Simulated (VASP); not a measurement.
Input of a VASP 6.6.1 run:

INCAR

```
PREC     = Accurate       # precision mode
ENCUT    = 520            # plane-wave cutoff, eV
EDIFF    = 1E-6           # SCF threshold, eV
ISMEAR   = 0              # smearing method
SIGMA    = 0.01           # smearing width, eV
LREAL    = False          # projectors in reciprocal space
LASPH    = True           # aspherical terms in the spheres
NELM     = 100            # most SCF steps
ALGO     = Normal         # electronic algorithm
ISIF     = 2              # what is computed and relaxed
LWAVE    = False          # write WAVECAR
LCHARG   = False          # write CHGCAR
GGA      = PE             # functional
NBANDS   = 17             # bands
```

KPOINTS

```
Automatic mesh
0
Gamma
  10 10 10
```

File POSCAR:

```
SnTe
1.0
    0.0000000000      3.2055327220      3.2055327220
    3.2055327220      0.0000000000      3.2055327220
    3.2055327220      3.2055327220      0.0000000000
Te Sn
1 1
Direct
    0.0000000000      0.0000000000      0.0000000000
    0.5000000000      0.5000000000      0.5000000000
```

Potentials or basis: VASP PAW PBE potentials, release 64 (Te, Sn_d).

Command:

```bash
$ cat potpaw_PBE.64/Te/POTCAR potpaw_PBE.64/Sn_d/POTCAR > POTCAR
$ mpirun -np 1 vasp_std > vasp.out
```

(1) What does it give for the band gap on the k mesh?

(2) Estimate the pressure.

Results:

(1) 0.05 eV.

(2) -0.1 GPa.

Caveat: spin-orbit coupling is left out, which moves the levels of the heavy elements.
